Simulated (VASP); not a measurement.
# SrCl2 (Fm-3m) in VASP: notebook

The runs below take SrCl2 through single point, with LDA.

All numbers are computed with VASP 6.6.1; they aren't measurements. Logs are shortened: lines on timing, memory, paths and dates and some standing lists are left out, and cuts for length are marked.

## Step 1: The cell of the first run

The structure is cubic, space group Fm-3m (No. 225). The conventional cell has a = 6.882 Å, b = 6.882 Å, c = 6.882 Å, α = 90.00°, β = 90.00°, γ = 90.00°. Sr (site symmetry m-3m) has 8 Cl at 2.98 Å within 3.9 Å. Within 3.9 Å of Cl (site symmetry -43m) lie 4 Sr at 2.98 Å and 6 Cl at 3.44 Å.

## Step 2: Single point, LDA

INCAR reads:

```
PREC = Accurate
ENCUT = 520
EDIFF = 1E-6
ISMEAR = -1
SIGMA = 0.05
LREAL = F
LASPH = T
NELM = 80
ALGO = Normal
ISIF = 2
LWAVE = F
LCHARG = F
NBANDS = 19
```

KPOINTS reads:

```
Automatic mesh
0
Gamma
  6 6 6
```

POSCAR reads:

```
SrCl2
1.0
    0.0000000000      3.4412043558      3.4412043558
    3.4412043558      0.0000000000      3.4412043558
    3.4412043558      3.4412043558      0.0000000000
Sr Cl
1 2
Direct
    0.0000000000      0.0000000000      0.0000000000
    0.7500000000      0.7500000000      0.7500000000
    0.2500000000      0.2500000000      0.2500000000
```

Potentials or basis: VASP PAW LDA potentials, release 64 (Sr_sv, Cl).

Command:

```bash
> cat potpaw_LDA.64/Sr_sv/POTCAR potpaw_LDA.64/Cl/POTCAR > POTCAR
> mpirun -np 1 vasp_std > vasp.out
```

OUTCAR:

```text
PREC = Accurate
   ENCUT = 520
   EDIFF = 1E-6
   ISMEAR = -1
   LREAL = F
   LASPH = T
   NELM = 80
   ISIF = 2

 ion  position               nearest neighbor table
   1  0.000  0.000  0.000-   2 2.98   2 2.98   2 2.98   2 2.98   3 2.98   3 2.98   3 2.98   3 2.98

   2  0.750  0.750  0.750-   1 2.98   1 2.98   1 2.98   1 2.98
   3  0.250  0.250  0.250-   1 2.98   1 2.98   1 2.98   1 2.98

  LATTYP: Found a face centered cubic cell.
 ALAT       =     6.8824087116

  Lattice vectors:

 A1 = (   0.0000000000,   3.4412043558,   3.4412043558)
 A2 = (   3.4412043558,   0.0000000000,   3.4412043558)
 A3 = (   3.4412043558,   3.4412043558,   0.0000000000)

Analysis of symmetry for initial positions (statically):
=====================================================================
 Subroutine PRICEL returns:
 Original cell was already a primitive cell.

 Routine SETGRP: Setting up the symmetry group for a
 face centered cubic supercell.

 Subroutine GETGRP returns: Found 48 space group operations
 (whereof 48 operations were pure point group operations)
 out of a pool of 48 trial point group operations.

The static configuration has the point symmetry O_h .

Analysis of symmetry for dynamics (positions and initial velocities):
=====================================================================
 Subroutine PRICEL returns:
 Original cell was already a primitive cell.

 Routine SETGRP: Setting up the symmetry group for a
 face centered cubic supercell.

 Subroutine GETGRP returns: Found 48 space group operations
 (whereof 48 operations were pure point group operations)
 out of a pool of 48 trial point group operations.

The dynamic configuration has the point symmetry O_h .

 Subroutine INISYM returns: Found 48 space group operations
 (whereof 48 operations are pure point group operations),
 and found     1 'primitive' translations

----------------------------------------------------------------------------------------

                                     Primitive cell

  volume of cell :      81.5007

  direct lattice vectors                    reciprocal lattice vectors
     0.000000000  3.441204356  3.441204356    -0.145297968  0.145297968  0.145297968
     3.441204356  0.000000000  3.441204356     0.145297968 -0.145297968  0.145297968
     3.441204356  3.441204356  0.000000000     0.145297968  0.145297968 -0.145297968

  length of vectors
     4.866597871  4.866597871  4.866597871     0.251663463  0.251663463  0.251663463

  position of ions in fractional coordinates (direct lattice)
     0.000000000  0.000000000  0.000000000
     0.750000000  0.750000000  0.750000000
     0.250000000  0.250000000  0.250000000

  ion indices of the primitive-cell ions
   primitive index   ion index
                 1           1
                 2           2
                 3           3

----------------------------------------------------------------------------------------

 KPOINTS: Automatic mesh

Automatic generation of k-mesh.
 Grid dimensions read from file:
 generate k-points for:    6    6    6

 Generating k-lattice:

  Cartesian coordinates                     Fractional coordinates (reciprocal lattice)
    -0.024216328  0.024216328  0.024216328     0.166666667  0.000000000  0.000000000
     0.024216328 -0.024216328  0.024216328     0.000000000  0.166666667  0.000000000
     0.024216328  0.024216328 -0.024216328     0.000000000  0.000000000  0.166666667

  Length of vectors
     0.041943910  0.041943910  0.041943910

  Shift w.r.t. Gamma in fractional coordinates (k-lattice)
     0.000000000  0.000000000  0.000000000

 Subroutine IBZKPT returns following result:
 ===========================================

 Found     16 irreducible k-points:

 Following reciprocal coordinates:
            Coordinates               Weight
  0.000000  0.000000  0.000000      1.000000
  0.166667  0.000000  0.000000      8.000000
  0.333333  0.000000  0.000000      8.000000
  0.500000  0.000000  0.000000      4.000000
  0.166667  0.166667  0.000000      6.000000
  0.333333  0.166667  0.000000     24.000000
[... 8 lines left out ...]
 -0.333333  0.333333  0.166667     24.000000
 -0.333333  0.500000  0.166667     12.000000
   k-points           NKPTS =     16   k-points in BZ     NKDIM =     16   number of bands    NBANDS=     19
   number of dos      NEDOS =    301   number of ions     NIONS =      3
   total plane-waves  NPLWV =  46656
   dimension x,y,z NGX =    36 NGY =   36 NGZ =   36
   dimension x,y,z NGXF=    72 NGYF=   72 NGZF=   72
   ions per type =               1   2
   NGX,Y,Z   is equivalent  to a cutoff of  12.30, 12.30, 12.30 a.u.
   NGXF,Y,Z  is equivalent  to a cutoff of  24.60, 24.60, 24.60 a.u.
 SYSTEM =  unknown system
   PREC   = accura    normal or accurate (medium, high low for compatibility)
   ISTART =      0    job   : 0-new  1-cont  2-samecut
   ICHARG =      2    charge: 1-file 2-atom 10-const
   ISPIN  =      1    spin polarized calculation?
   LNONCOLLINEAR =      F non collinear calculations
   LSORBIT =      F    spin-orbit coupling
   LASPH  =      T    aspherical Exc in radial PAW
   ENCUT  =  520.0 eV  38.22 Ry    6.18 a.u.   9.05  9.05  9.05*2*pi/ulx,y,z
   NELM   =     80;   NELMIN=  2; NELMDL= -5     # of ELM steps
   EDIFF  = 0.1E-05   stopping-criterion for ELM
   LREAL  =      F    real-space projection
   EDIFFG = 0.1E-04   stopping-criterion for IOM
   NSW    =      0    number of steps for IOM
   IBRION =     -1    ionic relax: 0-MD 1-quasi-New 2-CG
   NFREE  =      0    steps in history (QN), initial steepest desc. (CG)
   ISIF   =      2    stress and relaxation
   ISYM   =      2    0-nonsym 1-usesym 2-fastsym
   POTIM  = 0.5000    time-step for ionic-motion
   TEBEG  =    0.0;   TEEND  =   0.0 temperature during run
   PSTRESS=    0.0 pullay stress
   NELECT =      24.0000    total number of electrons
   NUPDOWN=      -1.0000    fix difference up-down
   EMIN   =  10.00;   EMAX   =-10.00  energy-range for DOS
   EFERMI =   0.00;   METHOD = LEGACY
   ISMEAR =    -1;   SIGMA  =   0.05  broadening in eV -4-tet -1-fermi 0-gaus
   EFERMI_NEDOS =   21; number of points for ismear=-14 and -15
   IALGO  =     38    algorithm
   IMIX   =      4    mixing-type and parameters
     AMIX     =   0.40;   BMIX     =  1.00
     AMIX_MAG =   1.60;   BMIX_MAG =  1.00
  volume/ion in A,a.u.               =      27.17       183.33
  Fermi-wavevector in a.u.,A,eV,Ry     =   1.089159  2.058213 16.140159  1.186268
  Thomas-Fermi vector in A             =   2.225357
   LORBIT       =      0    0 simple, 1 ext, 2 COOP (PROOUT), +10 PAW based schemes
   GGA     = CA    functional components
   LHFCALC =     F    Hartree Fock is set to
   AEXX    =    0.0000 exact exchange contribution
   IVDW    =     0    specifies the selected vdW correction
   LEPSILON=     F    determine dielectric tensor
   LRPA    =     F    only Hartree local field effects (RPA)
 non-spin polarized calculation
  energy-cutoff  :      520.00
  volume of cell :       81.50
 maximum number of plane-waves:      2210
   NGX = 19   NGY = 19   NGZ = 19

 number of electron      23.9999999 magnetization

 Free energy of the ion-electron system (eV)
  ---------------------------------------------------
  ext. energy  EPLUGINS =         0.00000000
  ---------------------------------------------------
  free energy    TOTEN  =       -14.06803998 eV

  energy without entropy =      -14.06803998  energy(sigma->0) =      -14.06803998

 E-fermi :   1.2765     XC(G=0):  -8.9737

 val. band max:        0.2409110256   @ k =   0.5000   0.5000   0.0000
 cond. band min:       5.2802379153   @ k =   0.0000   0.0000   0.0000
 fundamental gap:      5.0393268896
 Fermi energy:         1.2765158917

 k-point     1 :       0.0000    0.0000    0.0000
  band No.  band energies     occupation
      1     -32.3307      2.00000
      2     -14.4519      2.00000
      3     -14.4519      2.00000
      4     -14.4519      2.00000
      5     -13.1280      2.00000
      6     -12.1560      2.00000
[... 11 lines left out ...]
     18       9.0130      0.00000
     19       9.6756      0.00000

 k-point     2 :       0.1667    0.0000    0.0000
  band No.  band energies     occupation
      1     -32.3296      2.00000
      2     -14.5786      2.00000
      3     -14.4565      2.00000
      4     -14.4565      2.00000
      5     -12.9317      2.00000
      6     -12.2205      2.00000
[... 11 lines left out ...]
     18       8.8906      0.00000
     19      10.0412      0.00000

 k-point     3 :       0.3333    0.0000    0.0000
  band No.  band energies     occupation
      1     -32.3274      2.00000
      2     -14.7617      2.00000
      3     -14.4656      2.00000
      4     -14.4656      2.00000
      5     -12.6917      2.00000
      6     -12.2535      2.00000
[... 11 lines left out ...]
     18       8.8178      0.00000
     19       9.2376      0.00000

 k-point     4 :       0.5000    0.0000    0.0000
  band No.  band energies     occupation
      1     -32.3263      2.00000
      2     -14.8333      2.00000
      3     -14.4702      2.00000
      4     -14.4702      2.00000
      5     -12.6771      2.00000
      6     -12.1776      2.00000
[... 11 lines left out ...]
     18       8.8929      0.00000
     19       8.9540      0.00000

 k-point     5 :       0.1667    0.1667    0.0000
  band No.  band energies     occupation
      1     -32.3292      2.00000
      2     -14.6084      2.00000
      3     -14.4629      2.00000
      4     -14.4629      2.00000
      5     -12.8600      2.00000
      6     -12.2491      2.00000
[... 11 lines left out ...]
     18       8.7777      0.00000
     19       9.2850      0.00000
[... 158 lines left out ...]
      2     -14.9132      2.00000
      3     -14.4958      2.00000
      4     -14.4958      2.00000
      5     -12.5067      2.00000
      6     -12.1825      2.00000
[... 11 lines left out ...]
     18       8.7326      0.00000
     19      10.1547      0.00000

 k-point    14 :       0.5000    0.3333    0.1667
  band No.  band energies     occupation
      1     -32.3259      2.00000
      2     -14.7822      2.00000
      3     -14.5766      2.00000
      4     -14.4809      2.00000
      5     -12.4032      2.00000
      6     -12.3736      2.00000
[... 11 lines left out ...]
     18       8.8936      0.00000
     19       9.9581      0.00000

 k-point    15 :      -0.3333    0.3333    0.1667
  band No.  band energies     occupation
      1     -32.3252      2.00000
      2     -14.7532      2.00000
      3     -14.6658      2.00000
      4     -14.4871      2.00000
      5     -12.4081      2.00000
      6     -12.2890      2.00000
[... 11 lines left out ...]
     18       9.3255      0.00000
     19       9.9676      0.00000

 k-point    16 :      -0.3333    0.5000    0.1667
  band No.  band energies     occupation
      1     -32.3248      2.00000
      2     -14.8209      2.00000
      3     -14.6143      2.00000
      4     -14.4962      2.00000
      5     -12.4112      2.00000
      6     -12.2513      2.00000
[... 11 lines left out ...]
     18       9.7453      0.00000
     19      10.1693      0.00000

------------------------ aborting loop because EDIFF is reached ----------------------------------------

  FORCE on cell =-STRESS in cart. coord.  units (eV):
  Direction    XX          YY          ZZ          XY          YZ          ZX
  --------------------------------------------------------------------------------------
  -------------------------------------------------------------------------------------
  Total       -0.6713850     -0.6713850     -0.6713850      0.0000000      0.0000000      0.0000000
  in kB      -13.1983859    -13.1983859    -13.1983859      0.0000000      0.0000000      0.0000000
  external PRESSURE =     -13.1983859 kB  Pullay stress =       0.0000000 kB

 VOLUME and BASIS-vectors are now :
 -----------------------------------------------------------------------------
  energy-cutoff  :      520.00
  volume of cell :       81.50
      direct lattice vectors                 reciprocal lattice vectors
     0.000000000  3.441204356  3.441204356    -0.145297968  0.145297968  0.145297968
     3.441204356  0.000000000  3.441204356     0.145297968 -0.145297968  0.145297968
     3.441204356  3.441204356  0.000000000     0.145297968  0.145297968 -0.145297968

 POSITION                                       TOTAL-FORCE (eV/Angst)
 -----------------------------------------------------------------------------------
      0.00000      0.00000      0.00000        -0.000000     -0.000000     -0.000000
      5.16181      5.16181      5.16181        -0.000000     -0.000000     -0.000000
      1.72060      1.72060      1.72060         0.000000      0.000000      0.000000
 -----------------------------------------------------------------------------------
    total drift:                                0.000000      0.000000      0.000000

  FREE ENERGIE OF THE ION-ELECTRON SYSTEM (eV)
  ---------------------------------------------------
  free  energy   TOTEN  =       -14.0680399825 eV

  energy  without entropy=      -14.0680399825  energy(sigma->0) =      -14.06803998
```

Run time: 21 s. Hardware: 1 thread of Intel Xeon 6975P-C, shared host; peak memory 0.18 GiB.

What came out:

* Free energy: -14.0680 eV
* Pressure: -1.3 GPa
* Band gap on the k mesh: 5.04 eV, indirect (least direct gap 5.12 eV)

Levels at points of the mesh, in eV from the valence-band top:
| k point | band 9 | band 10 | band 11 | band 12 | band 13 | band 14 | band 15 | band 16 |
| --- | --- | --- | --- | --- | --- | --- | --- | --- |
| (0.00, 0.00, 0.00) | -2.34 | -0.36 | -0.36 | -0.36 | 5.04 | 5.79 | 5.79 | 8.77 |
| (0.50, 0.00, 0.00) | -1.64 | -1.45 | -1.13 | -1.13 | 6.47 | 6.47 | 7.44 | 7.50 |
| (0.50, 0.50, 0.00) | -2.03 | -0.45 | -0.45 | 0.00 | 5.12 | 6.92 | 7.44 | 7.96 |

A k mesh can miss the band edges. A hybrid or GW would open this gap; LDA tends to underestimate it.

## Step 3: Single point, LDA

This run uses another cell than the first one, of 27.73 Å³/atom, 1.021 times its volume.

INCAR reads:

```
SYSTEM = SrCl2
PREC = Accurate
ENCUT = 520
EDIFF = 1E-7
ISMEAR = -1
SIGMA = 0.05
LREAL = .False.
LASPH = .True.
NELM = 80
ALGO = Normal
ISIF = 2
LWAVE = .False.
LCHARG = .False.
GGA = CA
NBANDS = 19
```

KPOINTS reads:

```
Automatic mesh
0
Gamma
  6 6 6
  0 0 0
```

POSCAR reads:

```
SrCl2
1.0
    0.0000000000      3.4649375496      3.4649375496
    3.4649375496      0.0000000000      3.4649375496
    3.4649375496      3.4649375496      0.0000000000
Sr Cl
1 2
Direct
    0.0000000000      0.0000000000      0.0000000000
    0.7500000000      0.7500000000      0.7500000000
    0.2500000000      0.2500000000      0.2500000000
```

Potentials or basis: VASP PAW LDA potentials, release 64 (Sr_sv, Cl).

Command:

```bash
> cat potpaw_LDA.64/Sr_sv/POTCAR potpaw_LDA.64/Cl/POTCAR > POTCAR
> mpirun -np 1 vasp_std > vasp.out
```

Run time: 24 s. Hardware: 1 thread of Intel Xeon 6975P-C, shared host; peak memory 0.18 GiB.

The run converged. Its results:

```
Free energy            : -14.0506 eV
Pressure               : -2.1 GPa
Band gap on the k mesh : 4.96 eV, indirect (least direct gap 5.14 eV)
```

Levels at points of the mesh, in eV from the valence-band top:
```csv
k point,band 8,band 9,band 10,band 11,band 12,band 13,band 14,band 15,band 16,band 17
"(0.00, 0.00, 0.00)",-2.27,-2.27,-0.36,-0.36,-0.36,4.96,5.81,5.81,8.74,8.74
"(0.50, 0.00, 0.00)",-1.68,-1.60,-1.41,-1.11,-1.11,6.46,6.46,7.37,7.47,8.56
"(0.50, 0.50, 0.00)",-1.98,-1.98,-0.44,-0.44,0.00,5.14,6.86,7.40,7.90,7.90
```

## Step 4: Single point, LDA

This run uses another cell than the first one, of 28.30 Å³/atom, 1.042 times its volume.

INCAR reads:

```
SYSTEM = SrCl2
PREC = Accurate
ENCUT = 520
EDIFF = 1E-6
ISMEAR = -1
SIGMA = 0.05
LREAL = .FALSE.
LASPH = .TRUE.
NELM = 80
ALGO = Normal
ISIF = 2
LWAVE = .FALSE.
LCHARG = .FALSE.
GGA = CA
NBANDS = 19
```

KPOINTS reads:

```
regular mesh
0
G
  6 6 6
  0 0 0
```

POSCAR reads:

```
SrCl2
1.0
    0.0000000000      3.4883500000      3.4883500000
    3.4883500000      0.0000000000      3.4883500000
    3.4883500000      3.4883500000      0.0000000000
Sr Cl
1 2
Direct
    0.0000000000      0.0000000000      0.0000000000
    0.7500000000      0.7500000000      0.7500000000
    0.2500000000      0.2500000000      0.2500000000
```

Command:

```bash
> cat potpaw_LDA.64/Sr_sv/POTCAR potpaw_LDA.64/Cl/POTCAR > POTCAR
> mpirun -np 1 vasp_std > vasp.out
```

It took 28 s on 1 thread of Intel Xeon 6975P-C, shared host; peak memory 0.19 GiB.

The run converged. Its results:

```
Free energy            : -14.0256 eV
Pressure               : -2.7 GPa
Band gap on the k mesh : 4.89 eV, indirect (least direct gap 5.15 eV)
```

Levels at points of the mesh, in eV from the valence-band top:
| k point | band 8 | band 9 | band 10 | band 11 | band 12 | band 13 | band 14 | band 15 | band 16 | band 17 |
| --- | --- | --- | --- | --- | --- | --- | --- | --- | --- | --- |
| (0.00, 0.00, 0.00) | -2.19 | -2.19 | -0.35 | -0.35 | -0.35 | 4.89 | 5.82 | 5.82 | 8.70 | 8.70 |
| (0.50, 0.00, 0.00) | -1.63 | -1.57 | -1.38 | -1.08 | -1.08 | 6.44 | 6.44 | 7.30 | 7.44 | 8.42 |
| (0.50, 0.50, 0.00) | -1.93 | -1.93 | -0.42 | -0.42 | 0.00 | 5.15 | 6.81 | 7.35 | 7.84 | 7.84 |

A k mesh can miss the band edges. As with any semilocal functional, this LDA gap is likely too small.

## Step 5: Single point, LDA

This run uses another cell than the first one, of 28.86 Å³/atom, 1.063 times its volume.

INCAR reads:

```
SYSTEM = SrCl2
  PREC = Accurate
  ENCUT = 520
  EDIFF = 1E-7
  ISMEAR = -1
  SIGMA = 0.05
  LREAL = .FALSE.
  LASPH = .TRUE.
  NELM = 80
  ALGO = Normal
  ISIF = 2
  LWAVE = .FALSE.
  LCHARG = .FALSE.
  GGA = CA
  NBANDS = 19
```

KPOINTS reads:

```
Automatic mesh
0
G
  6 6 6
  0 0 0
```

POSCAR reads:

```
SrCl2
1.0
    0.0000000000      3.5114523289      3.5114523289
    3.5114523289      0.0000000000      3.5114523289
    3.5114523289      3.5114523289      0.0000000000
Sr Cl
1 2
Direct
    0.0000000000      0.0000000000      0.0000000000
    0.7500000000      0.7500000000      0.7500000000
    0.2500000000      0.2500000000      0.2500000000
```

Command:

```bash
> cat potpaw_LDA.64/Sr_sv/POTCAR potpaw_LDA.64/Cl/POTCAR > POTCAR
> mpirun -np 1 vasp_std > vasp.out
```

Run time: 34 s. Hardware: 1 thread of Intel Xeon 6975P-C, shared host; peak memory 0.2 GiB.

The run converged. Its results:

```
Free energy            : -13.9941 eV
Pressure               : -3.3 GPa
Band gap on the k mesh : 4.81 eV, indirect (least direct gap 5.15 eV)
```

Levels at points of the mesh, in eV from the valence-band top:
```
           k point  band 8  band 9  band 10  band 11  band 12  band 13  band 14  band 15  band 16  band 17
(0.00, 0.00, 0.00)   -2.13   -2.13    -0.34    -0.34    -0.34     4.81     5.83     5.83     8.67     8.67
(0.50, 0.00, 0.00)   -1.57   -1.53    -1.34    -1.05    -1.05     6.42     6.42     7.22     7.42     8.28
(0.50, 0.50, 0.00)   -1.89   -1.89    -0.41    -0.41     0.00     5.16     6.75     7.30     7.78     7.78
```

A k mesh can miss the band edges. Expect the measured gap to be larger: semilocal functionals such as LDA lack the derivative discontinuity.

## Step 6: The runs side by side

| cell | gap on the mesh (eV) | pressure (GPa) |
| --- | --- | --- |
| a = 4.867 Å, angles 60.0°, 3 atoms | 5.04 | -1.3 |
| a = 4.900 Å, angles 60.0°, 3 atoms | 4.96 | -2.1 |
| a = 4.933 Å, angles 60.0°, 3 atoms | 4.89 | -2.7 |
| a = 4.966 Å, angles 60.0°, 3 atoms | 4.81 | -3.3 |

Alike in all rows: task single point; level LDA; potentials or basis VASP PAW LDA potentials, release 64 (Sr_sv, Cl); no spin polarisation; k mesh 6 × 6 × 6; cutoff (eV) 520; smearing fermi-dirac 0.05 eV.

Absolute energies hang on the potentials; compare differences alone.
